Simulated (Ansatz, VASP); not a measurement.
# Sr: VASP beside Ansatz

INCAR

```
  PREC = Accurate
  ENCUT = 520
  EDIFF = 1E-6
  ISMEAR = -1
  SIGMA = 0.05
  LREAL = False
  LASPH = True
  NELM = 80
  ALGO = Normal
  ISIF = 2
  LWAVE = False
  LCHARG = False
  GGA = PE
  NBANDS = 11
```

The input KPOINTS:

```
Automatic mesh
0
Gamma
  11 11 11
```

The input POSCAR:

```
Sr
1.0
   -2.2823032488      2.2823032488      2.2823032488
    2.2823032488     -2.2823032488      2.2823032488
    2.2823032488      2.2823032488     -2.2823032488
Sr
1
Direct
    0.0000000000      0.0000000000      0.0000000000
```

Input for Ansatz:

```yaml
crystal:
  lattice:
    - [-2.2823032488, 2.2823032488, 2.2823032488]
    - [2.2823032488, -2.2823032488, 2.2823032488]
    - [2.2823032488, 2.2823032488, -2.2823032488]
  atoms:
    - { symbol: Sr, position: [0.0, 0.0, 0.0] }
kpoints:
  mp_grid: { grid: [11, 11, 11] }
scf:
  occupations: { method: fermi_dirac, width: 0.05 }
hamiltonian:
  xc: pbe
  pseudopotentials: { kind: all_electron, lapw: { basis_error: 0.001 } }
output:
  forces: true
  stress: true
  eigenvalues: true
  populations: true
```

Change from the starting cell: volume scaled by 0.88, LAPW.

Alike in both runs: task single point; functional PBE; k mesh 11 × 11 × 11; occupations fermi-dirac, width 0.05 eV; no spin polarisation.

|  | VASP | Ansatz |
| --- | --- | --- |
| version | VASP 6.6.1 | Ansatz 0.2.0 |
| potentials or method | VASP PAW PBE potentials, release 64 (Sr_sv), cutoff 520 eV | all-electron LAPW, scalar-relativistic |

|  | VASP | Ansatz | Ansatz less VASP |
| --- | --- | --- | --- |
| pressure (GPa) | 1.9 | 1.8 | -0.02 |

Ansatz ran all-electron here, and VASP with PAW potentials.
